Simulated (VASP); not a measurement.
# Ti5Al15H (a cell with a defect) in VASP: notebook, part 2 of 2

VASP 6.6.1. The steps go on from the part before.

### 4 Single point, PBE

Input file INCAR:

```
PREC     = Accurate       # precision mode
ENCUT    = 400            # plane-wave cutoff, eV
EDIFF    = 1E-6           # SCF threshold, eV
ISMEAR   = 0              # smearing method
SIGMA    = 0.1            # smearing width, eV
LREAL    = False          # projectors in reciprocal space
LASPH    = True           # aspherical terms in the spheres
NELM     = 120            # most SCF steps
ALGO     = Normal         # electronic algorithm
ISIF     = 2              # what is computed and relaxed
LWAVE    = False          # write WAVECAR
LCHARG   = False          # write CHGCAR
GGA      = PE             # functional
NBANDS   = 69             # bands
GGA_COMPAT= False
```

Input file KPOINTS:

```
Automatic mesh
0
Gamma
  4 4 4
  0.5 0.5 0.5
```

Input file POSCAR:

```
Ti5Al15H
1.0
   -5.7680202880     -1.9226734293      4.3114047964
   -1.9226734293      5.7680202880     -4.3114047964
    1.9226734293     -5.7680202880     -4.3114047964
Ti Al H
5 15 1
Direct
    0.8020885796      0.2015985388      0.6031931041
    0.3939291449      0.6081802672      0.8042090333
    0.5996004222      0.3998458239      0.2002567548
    0.2012753669      0.8012427538      0.4011016855
    1.0030664962      1.0006976638      1.0028014532
    0.4026768083      0.1036110927      0.3042556713
   -0.0029558842      0.4954238647      0.4944701926
    0.2006436944      0.3035950052      0.9033390296
    0.7974078575      0.7057727849      0.1059682199
    0.6030786000      0.8980320702      0.6991624160
    0.7016478615      0.0494174743      0.1554370910
    0.3014627919      0.4502989000      0.3520760312
    0.5115046502      0.2652211673      0.7501814240
    0.0781449401      0.6302762860      0.9618742528
    0.9038056456      0.8517845608      0.5522559507
    0.5011131819      0.7505725566      0.2560600796
    0.1031096581      0.1525359824      0.4540575986
    0.3155455267      0.9794886329      0.8438821404
    0.8938923136      0.3372591907      0.0538434053
    0.7056200389      0.5563878546      0.6504806409
    0.2500029868      0.7663784778      0.8920619643
```

Potentials or basis: VASP PAW PBE potentials, release 64 (Ti_sv, Al, H).

Command:

```sh
$ cat potpaw_PBE.64/Ti_sv/POTCAR potpaw_PBE.64/Al/POTCAR potpaw_PBE.64/H/POTCAR > POTCAR
$ mpirun -np 1 vasp_std > vasp.out
```

OUTCAR:

```text
PREC = Accurate
   ENCUT = 400
   EDIFF = 1E-6
   ISMEAR = 0
   LREAL = False
   LASPH = True
   NELM = 120
   ISIF = 2
   GGA = PE

 ion  position               nearest neighbor table
   1  0.802  0.202  0.603-   8 2.71  10 2.71   6 2.72   7 2.72  14 2.80  13 2.84  11 2.87  16 2.89
                            17 2.89  15 2.89  20 2.91  19 2.92
   2  0.394  0.608  0.804-   7 2.70  10 2.72   8 2.72   9 2.75  11 2.86  16 2.89  17 2.91  12 2.91
                            13 2.92  18 2.96  14 2.99  20 2.99
   3  0.600  0.400  0.200-   7 2.70   6 2.71   9 2.71   8 2.72  18 2.77  19 2.86  20 2.87  16 2.88
                            12 2.88  15 2.90  11 2.90  13 2.92
   4  0.201  0.801  0.401-   6 2.72   7 2.73  10 2.73   9 2.74  14 2.76  18 2.80  16 2.87  15 2.88
                            17 2.89  12 2.90  19 2.95  13 2.96
   5  0.003  0.001  0.003-   6 2.71  10 2.72   9 2.72   8 2.73  19 2.84  20 2.87  12 2.88  15 2.89
                            17 2.90  11 2.91  14 2.94  18 2.97
   6  0.403  0.104  0.304-   3 2.71   5 2.71   1 2.72   4 2.72  13 2.84  12 2.87  17 2.88  11 2.88
                            20 2.90  16 2.90  14 3.00  18 3.01
   7  0.997  0.495  0.494-   2 2.70   3 2.70   1 2.72   4 2.73  19 2.81  11 2.85  17 2.87  12 2.88
[... 263 lines left out ...]
      3     -48.2102      2.00000
      4     -48.1982      2.00000
      5     -48.1973      2.00000
      6     -24.6545      2.00000
[... 1621 lines left out ...]
     64      10.0915      0.00000
     65      10.1392      0.00000

 [... further k-points ...]

 [bands above 65 left out]

------------------------ aborting loop because EDIFF is reached ----------------------------------------

  FORCE on cell =-STRESS in cart. coord.  units (eV):
  Direction    XX          YY          ZZ          XY          YZ          ZX
  --------------------------------------------------------------------------------------
  -------------------------------------------------------------------------------------
  Total        3.1238546      3.2779632      0.3535211     -2.5660092      0.1239285      0.1157805
  in kB       15.7015147     16.4761147      1.7769124    -12.8976010      0.6229051      0.5819507
  external PRESSURE =      11.3181806 kB  Pullay stress =       0.0000000 kB

 VOLUME and BASIS-vectors are now :
 -----------------------------------------------------------------------------
  energy-cutoff  :      400.00
  volume of cell :      318.76
      direct lattice vectors                 reciprocal lattice vectors
    -5.768020288 -1.922673429  4.311404796    -0.156032738 -0.052010913  0.000000000
    -1.922673429  5.768020288 -4.311404796    -0.104021826  0.052010913 -0.115971481
     1.922673429 -5.768020288 -4.311404796    -0.052010913 -0.104021826 -0.115971481

 POSITION                                       TOTAL-FORCE (eV/Angst)
 -----------------------------------------------------------------------------------
     -3.85433     -3.85856     -0.01165         0.020840      0.018642     -0.022613
     -1.89529     -1.88809     -4.39099         0.029848      0.034484     -0.069661
     -3.84225     -0.00160     -0.00216         0.031908      0.014115     -0.020286
     -1.93030      1.92104     -4.31601         0.016422      0.028517     -0.017202
     -0.01364     -0.01803     -0.00187         0.057956      0.059882     -0.106501
     -1.93687     -1.93154     -0.02238         0.037617      0.038408      0.007547
[... 13 lines left out ...]
     -3.88912     -1.89941     -2.16108         0.004052      0.009892     -0.027467
     -1.20037     -1.20562     -6.07234        -0.484090     -0.493271      0.854003
 -----------------------------------------------------------------------------------
    total drift:                                0.000044      0.000514      0.000064

  FREE ENERGIE OF THE ION-ELECTRON SYSTEM (eV)
  ---------------------------------------------------
  free  energy   TOTEN  =      -106.0215905705 eV

  energy  without entropy=     -105.9824424006  energy(sigma->0) =     -106.00201649
```

OSZICAR:

```text
N       E                     dE             d eps       ncg     rms          rms(c)
DAV:   1     0.872673544352E+03    0.87267E+03   -0.39756E+04  4488   0.124E+03
DAV:   2     0.749276667334E+01   -0.86518E+03   -0.83866E+03  4447   0.390E+02
DAV:   3    -0.102851725709E+03   -0.11034E+03   -0.10762E+03  6470   0.126E+02
DAV:   4    -0.115748675272E+03   -0.12897E+02   -0.12762E+02  6840   0.353E+01
DAV:   5    -0.116498529324E+03   -0.74985E+00   -0.74866E+00  6296   0.798E+00    0.248E+01
DAV:   6    -0.109655158473E+03    0.68434E+01   -0.13400E+02  6151   0.460E+01    0.149E+01
DAV:   7    -0.106496000613E+03    0.31592E+01   -0.54469E+01  5770   0.288E+01    0.692E+00
DAV:   8    -0.106301004738E+03    0.19500E+00   -0.39181E+00  5800   0.814E+00    0.439E+00
DAV:   9    -0.106069689937E+03    0.23131E+00   -0.19760E+00  6456   0.543E+00    0.207E+00
DAV:  10    -0.106033206960E+03    0.36483E-01   -0.57776E-01  6056   0.298E+00    0.993E-01
DAV:  11    -0.106022589818E+03    0.10617E-01   -0.76239E-02  6016   0.130E+00    0.411E-01
DAV:  12    -0.106022300315E+03    0.28950E-03   -0.90548E-03  6112   0.393E-01    0.217E-01
DAV:  13    -0.106021737444E+03    0.56287E-03   -0.57976E-03  6432   0.364E-01    0.120E-01
DAV:  14    -0.106021653057E+03    0.84387E-04   -0.17266E-03  6512   0.234E-01    0.861E-02
DAV:  15    -0.106021593213E+03    0.59844E-04   -0.48633E-04  5832   0.875E-02    0.188E-02
DAV:  16    -0.106021590743E+03    0.24695E-05   -0.25091E-05  6088   0.219E-02    0.654E-03
DAV:  17    -0.106021590571E+03    0.17290E-06   -0.45451E-06  4232   0.156E-02
   1 F= -.10602159E+03 E0= -.10600202E+03  d E =-.391482E-01
```

stdout:

```text
POSCAR found type information on POSCAR TiAlH
 POSCAR found :  3 types and      21 ions
 scaLAPACK will be used
 -----------------------------------------------------------------------------
|                                                                             |
|                                                                             |
|     You have a (more or less) 'large supercell' and for larger cells it     |
|     might be more efficient to use real-space projection operators.         |
|     Therefore, try LREAL= Auto in the INCAR file.                           |
|     Mind: For very accurate calculation, you might also keep the            |
|     reciprocal projection scheme (i.e. LREAL=.FALSE.).                      |
|                                                                             |
 -----------------------------------------------------------------------------

 LDA part: xc-table for (Slater+PW92), standard interpolation
 POSCAR, INCAR and KPOINTS ok, starting setup
 FFT: planning ... GRIDC
 FFT: planning ... GRID_SOFT
 FFT: planning ... GRID
 WAVECAR not read
 entering main loop
```

It took 25 min on 1 thread of Intel Xeon 8259CL, shared host; peak memory 0.57 GiB.

Results:

```yaml
Free_energy: -106.0216 eV
Pressure: 1.1 GPa
Largest_force: 1.099 eV/Å
Band_gap_on_the_k_mesh: zero (bands 53 and 54 overlap by 0.38 eV)
```

Forces in eV/Å, atoms in the order of the input:
```
Ti   0.021  0.019 -0.023
Ti   0.030  0.034 -0.070
Ti   0.032  0.014 -0.020
Ti   0.016  0.029 -0.017
Ti   0.058  0.060 -0.107
Al   0.038  0.038  0.008
Al   0.033  0.037 -0.018
Al   0.027  0.035 -0.069
Al   0.036  0.019 -0.047
Al   0.034  0.031 -0.051
Al  -0.027  0.020 -0.034
Al   0.012  0.006 -0.030
Al   0.042 -0.022 -0.006
Al  -0.030  0.165 -0.106
Al   0.010 -0.007 -0.037
Al   0.015 -0.022 -0.033
Al   0.012 -0.002 -0.029
Al   0.157 -0.021 -0.117
Al  -0.034  0.051 -0.022
Al   0.004  0.010 -0.027
H   -0.484 -0.493  0.854
```

Levels at points of the mesh, in eV from the Fermi level:
| k point | band 49 | band 50 | band 51 | band 52 | band 53 | band 54 | band 55 | band 56 | band 57 | band 58 |
| --- | --- | --- | --- | --- | --- | --- | --- | --- | --- | --- |
| (0.12, 0.12, 0.12) | -0.75 | -0.63 | -0.51 | -0.40 | 0.03 | 0.08 | 0.42 | 1.01 | 1.12 | 1.29 |
